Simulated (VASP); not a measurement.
The system is Ge3Cl.

```
CELL_PARAMETERS angstrom
6.86498 0.00000 0.00000
-3.43249 5.94525 0.00000
0.00000 0.00000 5.65704
ATOMIC_POSITIONS crystal
Ge 0.33310 0.16655 0.75000
Ge 0.83345 0.16655 0.75000
Ge 0.83345 0.66690 0.75000
Ge 0.66690 0.83345 0.25000
Ge 0.16655 0.83345 0.25000
Ge 0.16655 0.33310 0.25000
Cl 0.66667 0.33333 0.25000
Cl 0.33333 0.66667 0.75000
```

The cell was generated, and may not be a known phase.

- Program: VASP 6.6.1
- Task: relaxation of cell and atoms
- Functional: PBE
- Potentials or basis: VASP PAW PBE potentials, release 64 (Ge_d, Cl)
- Cutoff: 600 eV
- k mesh: 3 × 3 × 4
- Occupations: gaussian, width 0.1 eV
- Spin: no spin polarisation

At the start: pressure -7.8 GPa; volume 28.86 Å³/atom.

**Question.** How do energy, volume and symmetry change on relaxing?

**Answer.** Over 24 steps the energy falls by 419.5 meV/atom and the volume is 24.53 Å³/atom (-15.0 %); space group P6_3/mmc (No. 194, to 0.1 Å) before and after.

The path:
| step | energy change (eV) | largest force (eV/Å) | pressure (GPa) | volume (Å³) |
| --- | --- | --- | --- | --- |
| 1 | 0.0000 | 0.4352 | -7.82 | 230.89 |
| 2 | -1.8170 | 0.4412 | -4.11 | 186.96 |
| 3 | -2.1080 | 0.4692 | -0.61 | 169.85 |
| 4 | -2.1162 | 0.4743 | 0.42 | 166.17 |
| 5 | -2.1161 | 0.4734 | 0.08 | 167.33 |
| 6 | -2.1961 | 0.5086 | 0.14 | 167.18 |
| 7 | -2.3909 | 0.2893 | 1.02 | 166.71 |
| 8 | -1.7648 | 1.6295 | 5.85 | 165.68 |
| 9 | -2.4077 | 0.1791 | 1.30 | 166.60 |
| 10 | -2.4118 | 0.0662 | 1.59 | 166.51 |
| 11 | -2.4664 | 0.0312 | 1.03 | 169.96 |
| 12 | -2.5541 | 0.1737 | -0.21 | 180.53 |
| 13 | -2.6293 | 0.1023 | -0.51 | 182.97 |
| 14 | -2.8364 | 0.0566 | -1.00 | 190.03 |
| 15 | -3.2846 | 0.0442 | -0.70 | 202.91 |
| 16 | -1.8825 | 1.8964 | 3.19 | 222.49 |
| 17 | -3.2937 | 0.1791 | 0.10 | 206.73 |
| 18 | -3.3027 | 0.1083 | -0.13 | 205.16 |
| 19 | -3.3093 | 0.0893 | -0.07 | 203.51 |
| 20 | -3.3178 | 0.0605 | 0.15 | 198.99 |
| 21 | -3.3317 | 0.0600 | 0.09 | 198.58 |
| 22 | -3.3550 | 0.0396 | -0.21 | 197.29 |
| 23 | -3.3553 | 0.0277 | 0.27 | 195.31 |
| 24 | -3.3563 | 0.0044 | 0.05 | 196.23 |

Final structure:
```
Ge Cl
1.0
     7.16882    0.00000    0.00000
    -3.58441    6.20838    0.00000
     0.00000    0.00000    4.40903
Ge Cl
6 2
Direct
  0.27055 0.13528 0.75000
  0.86472 0.13528 0.75000
  0.86472 0.72945 0.75000
  0.72945 0.86472 0.25000
  0.13528 0.86472 0.25000
  0.13528 0.27055 0.25000
  0.66667 0.33333 0.25000
  0.33333 0.66667 0.75000
```

Caveat: the volume moved by over 15 % at a fixed basis, so the end points are rough.
